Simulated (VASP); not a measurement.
# NiO in VASP: further runs, part 2 of 2

VASP 6.6.1. The steps go on from the part before.

## (3) Single point, PBE, collinear spin, ferromagnetic start

This run uses another cell than the first one: it holds 4 atoms, not 2.

INCAR reads:

```
PREC = Accurate ; ENCUT = 520
EDIFF = 1E-6 ; ISMEAR = 0
SIGMA = 0.05 ; LREAL = False
LASPH = True ; NELM = 150
ALGO = Normal ; ISIF = 2
LWAVE = False ; LCHARG = False
ISPIN = 2 ; MAGMOM = 2 2 0 0
LORBIT = 11 ; LMAXMIX = 4
GGA = PE ; NBANDS = 28
```

KPOINTS reads:

```
regular mesh
0
Gamma
  12 12 8
```

POSCAR reads:

```
NiO
1.0
    0.0000000000      2.1084194085     -2.1084194085
    0.0000000000      2.1084194085      2.1084194085
    4.2168388170      0.0000000000      0.0000000000
Ni O
2 2
Direct
    0.0000000000      0.0000000000      0.0000000000
    0.5000000000      0.5000000000      0.5000000000
    0.0000000000      1.0000000000      0.5000000000
    0.5000000000      1.5000000000      1.0000000000
```

Potentials or basis: VASP PAW PBE potentials, release 64 (Ni, O).

Started as:

```
> cat potpaw_PBE.64/Ni/POTCAR potpaw_PBE.64/O/POTCAR > POTCAR
> mpirun -np 1 vasp_std > vasp.out
```

OUTCAR:

```text
PREC = Accurate
   ENCUT = 520
   EDIFF = 1E-6
   ISMEAR = 0
   LREAL = False
   LASPH = True
   NELM = 150
   ISIF = 2
   ISPIN = 2
   LORBIT = 11
   GGA = PE

 ion  position               nearest neighbor table
   1  0.000  0.000  0.000-   3 2.11   4 2.11   3 2.11   4 2.11   4 2.11   4 2.11   2 2.98   2 2.98
                             2 2.98   2 2.98   2 2.98   2 2.98   2 2.98   2 2.98
   2  0.500  0.500  0.500-   3 2.11   4 2.11   4 2.11   3 2.11   3 2.11   3 2.11   1 2.98   1 2.98
                             1 2.98   1 2.98   1 2.98   1 2.98   1 2.98   1 2.98
   3  0.000  0.000  0.500-   1 2.11   2 2.11   1 2.11   2 2.11   2 2.11   2 2.11
   4  0.500  0.500  0.000-   1 2.11   2 2.11   2 2.11   1 2.11   1 2.11   1 2.11

  LATTYP: Found a simple tetragonal cell.
 ALAT       =     2.9817553227
 C/A-ratio  =     1.4142135624

  Lattice vectors:

 A1 = (   0.0000000000,   2.1084194085,  -2.1084194085)
 A2 = (   0.0000000000,   2.1084194085,   2.1084194085)
 A3 = (   4.2168388170,   0.0000000000,   0.0000000000)

Analysis of symmetry for initial positions (statically):
[... 982 lines left out ...]
      6       4.7815      1.00000
[... 733 lines left out ...]
     27      24.2318      0.00000
     28      25.8791      0.00000

 [... further k-points ...]
[... 5 lines left out ...]
  --------------------------------------------------------------------------------------
  -------------------------------------------------------------------------------------
  Total       -0.0930494     -0.1288378     -0.1288378     -0.0000000     -0.0000000     -0.0000000
  in kB       -3.9764288     -5.5058301     -5.5058301     -0.0000000     -0.0000000     -0.0000000
  external PRESSURE =      -4.9960297 kB  Pullay stress =       0.0000000 kB

 VOLUME and BASIS-vectors are now :
 -----------------------------------------------------------------------------
  energy-cutoff  :      520.00
  volume of cell :       37.49
      direct lattice vectors                 reciprocal lattice vectors
     0.000000000  2.108419409 -2.108419409     0.000000000  0.237144468 -0.237144468
     0.000000000  2.108419409  2.108419409     0.000000000  0.237144468  0.237144468
     4.216838817  0.000000000  0.000000000     0.237144468  0.000000000  0.000000000

 POSITION                                       TOTAL-FORCE (eV/Angst)
 -----------------------------------------------------------------------------------
      0.00000      0.00000      0.00000        -0.000000     -0.000000      0.000000
      2.10842      2.10842      0.00000        -0.000000      0.000000     -0.000000
      2.10842      0.00000      0.00000        -0.000000      0.000000      0.000000
      0.00000      2.10842      0.00000         0.000000     -0.000000      0.000000
 -----------------------------------------------------------------------------------
    total drift:                               -0.000000     -0.000000     -0.000000

  FREE ENERGIE OF THE ION-ELECTRON SYSTEM (eV)
  ---------------------------------------------------
  free  energy   TOTEN  =       -22.9589638126 eV

  energy  without entropy=      -22.9557572860  energy(sigma->0) =      -22.95736055

 total charge

# of ion       s       p       d       tot
------------------------------------------
    1        0.323   0.383   8.226   8.933
    2        0.323   0.383   8.226   8.933
    3        1.556   3.410   0.000   4.966
    4        1.556   3.410   0.000   4.966
--------------------------------------------------
tot          3.759   7.586  16.452  27.797

 magnetization (x)

# of ion       s       p       d       tot
------------------------------------------
    1        0.011   0.015   1.434   1.460
    2        0.011   0.015   1.434   1.460
    3        0.027   0.245   0.000   0.272
    4        0.027   0.245   0.000   0.272
--------------------------------------------------
tot          0.077   0.520   2.869   3.465
```

Run time: 100 s. Hardware: 1 thread of Intel Xeon 6975P-C (Granite Rapids), shared host; peak memory 0.32 GiB.

What came out:

```yaml
Free_energy: -22.9590 eV
Pressure: -0.5 GPa
Net_moment: 3.55 μB per cell
Site_moments: Ni +1.46; O +0.27 μB
Valence_electrons_inside_the_program's_atomic_spheres: Ni 8.93; O 4.97
```

Stress tensor (GPa, compression positive):
```
-0.40  0.00  0.00
 0.00 -0.55  0.00
 0.00  0.00 -0.55
```

Caveat: semilocal functionals often make such compounds metallic where correlation or magnetic order opens a gap, which also shifts bond lengths.

## (4) Single point, PBE, collinear spin, antiferromagnetic start (volume scaled by 0.980)

INCAR reads:

```
SYSTEM = NiO
PREC = Accurate
ENCUT = 520
EDIFF = 1E-6
ISMEAR = 0
SIGMA = 0.05
LREAL = .False.
LASPH = .True.
NELM = 150
ALGO = Normal
ISIF = 2
LWAVE = .False.
LCHARG = .False.
ISPIN = 2
MAGMOM = 1.51 -1.51 0 0
LORBIT = 11
LMAXMIX = 4
GGA = PE
NBANDS = 28
```

KPOINTS reads:

```
regular mesh
0
Gamma
  14 14 14
  0 0 0
```

POSCAR reads:

```
NiO
1.0
    0.0000000000      2.0865468412      2.0865468412
    2.0865468412      0.0000000000      2.0865468412
    4.1551905608      2.0686437196     -2.0686437196
Ni O
2 2
Direct
    0.0000000000      0.0000000000      0.0000000000
    0.5000000000      0.0000000000      0.5000000000
    0.7499999577      0.5000000847      0.2499998730
    1.2500000423      0.4999999153      0.7500001270
```

Started as:

```
> cat potpaw_PBE.64/Ni/POTCAR potpaw_PBE.64/O/POTCAR > POTCAR
> mpirun -np 1 vasp_std > vasp.out
```

Run time: 12 min. Hardware: 1 thread of AMD EPYC 7R43 (Zen 3), shared host; peak memory 0.45 GiB.

It converged, with:

```yaml
Free_energy: -23.4777 eV
Pressure: 3.9 GPa
Band_gap_on_the_k_mesh: 0.92 eV
Net_moment: 0.00 μB per cell
Site_moments: Ni +1.34, -1.34; O +0.00 μB
Valence_electrons_inside_the_program's_atomic_spheres: Ni 9.01; O 4.98
```

Levels at points of the mesh, in eV from the valence-band top:
Spin up:
```
           k point  band 12  band 13  band 14  band 15  band 16  band 17  band 18  band 19  band 20  band 21
(0.00, 0.00, 0.00)    -1.53    -1.53    -0.60    -0.60    -0.31     2.09     2.09     2.28     6.18    10.89
(0.50, 0.00, 0.00)    -0.92    -0.48    -0.30    -0.29    -0.13     1.51     1.54     8.16     8.31    10.52
(0.00, 0.50, 0.00)    -0.93    -0.80    -0.40    -0.27    -0.14     2.13     2.20     6.24     6.95    10.79
(0.00, 0.00, 0.50)    -0.82    -0.82    -0.66    -0.07    -0.07     1.54     1.54     4.94     5.07    12.91
```
Spin down:
```tsv
k point	band 12	band 13	band 14	band 15	band 16	band 17	band 18	band 19	band 20	band 21
(0.00, 0.00, 0.00)	-1.53	-1.53	-0.60	-0.60	-0.31	2.09	2.09	2.28	6.18	10.89
(0.50, 0.00, 0.00)	-0.92	-0.48	-0.30	-0.29	-0.13	1.51	1.54	8.16	8.31	10.52
(0.00, 0.50, 0.00)	-0.93	-0.80	-0.40	-0.27	-0.14	2.13	2.20	6.24	6.95	10.79
(0.00, 0.00, 0.50)	-0.82	-0.82	-0.66	-0.07	-0.07	1.54	1.54	4.94	5.07	12.91
```

 A k mesh can miss the band edges.

## (5) The runs side by side

```csv
spin,cell,k mesh,gap on the mesh (eV),pressure (GPa),moment (μB)
"collinear, ferromagnetic start","a = 2.986 Å, angles 60.0°, 2 atoms",14 × 14 × 14,none,-1.4,1.78
"collinear, ferromagnetic start","a = 2.982, b = 2.982, c = 4.217 Å, 4 atoms",12 × 12 × 8,none,-0.5,3.55
"collinear, antiferromagnetic start","a = 2.951, b = 2.951, c = 5.082 Å, angles 73.1, 90.0, 60.0°, 4 atoms",14 × 14 × 14,0.92,3.9,0.00
```

Alike in all rows: task single point; level PBE; potentials or basis VASP PAW PBE potentials, release 64 (Ni, O); cutoff (eV) 520; smearing gaussian 0.05 eV.

Caveats: semilocal functionals often make such compounds metallic where correlation or magnetic order opens a gap, which also shifts bond lengths (some runs); a cell with one magnetic atom can't hold antiferromagnetic order, which such compounds often take (some runs).

Total energies depend on the potentials used, so only differences within one code and one set of settings carry meaning.

## (6) How close it comes

Step 2. Against the measured gap of NiO, 4.3 eV (quoted in “Local correlations, non-local screening, multiplets, and band formation in NiO”, 2012, arxiv:1210.6675), the calculated 0.00 eV is off by -4.30 eV. So large a miss can be the level of theory's own, or it may mean another phase, state or a wrong row. The value is that of PBE on a finite k mesh, which can miss the band edges, without temperature or zero-point motion. Semilocal functionals fall short of measured gaps as a rule. The run's magnetic order (collinear spin, ferromagnetic start) needn't be the measured crystal's.

Step 3. A measured gap of NiO is 4.3 eV (quoted in “Local correlations, non-local screening, multiplets, and band formation in NiO”, 2012, arxiv:1210.6675); the calculated 0.00 eV misses it by -4.30 eV. So large a miss can be the level of theory's own, or it may mean another phase, state or a wrong row. The value is that of PBE on a finite k mesh, which can miss the band edges, without temperature or zero-point motion. Semilocal functionals fall short of measured gaps as a rule. The run's magnetic order (collinear spin, ferromagnetic start) needn't be the measured crystal's.
